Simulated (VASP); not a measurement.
Runs of VASP 6.6.1 on PtS2. It takes space group P-3m1 (No. 164, trigonal). The conventional cell has a = 3.543 Å, b = 3.543 Å, c = 5.039 Å, α = 90.00°, β = 90.00°, γ = 120.00°. Pt (site symmetry -3m) has 6 S at 2.40 Å within 3.2 Å. S (site symmetry 3m) has 3 Pt at 2.40 Å within 3.2 Å. 

| spin | fixed moment (μB) | gap on the mesh (eV) | pressure (GPa) | moment (μB) | largest force (eV/Å) |
| --- | --- | --- | --- | --- | --- |
| collinear, ferromagnetic start | - | 0.31 | -4.3 | (a) | 0.67 |
| collinear, ferromagnetic start | 4.0 | - | (b) | 4.00 | 0.62 |
| off | - | 0.31 | -4.3 | - | 0.67 |
| collinear, ferromagnetic start | 8.0 | - | 14.7 | 8.00 | 1.24 |

Alike in all rows: task single point; level PBEsol+U; potentials or basis VASP PAW PBE potentials, release 64 (Pt, S); Pt d U = 2.0 eV; cell as given; k mesh 7 × 7 × 3; cutoff (eV) 520; smearing gaussian 0.05 eV.

**Question.** Fill in the values left out.

**Answer.** (a) 0.00; (b) 1.6.

Caveats: the PAW data sets were made with another functional, which shifts forces and pressure a little; spin-orbit coupling is left out, which moves the levels of the heavy elements; the total moment is fixed, so each spin has its own Fermi level (some runs); the moment is held away from its start (some runs).

A k mesh can miss the band edges, and the runs leave out spin-orbit coupling on Pt.
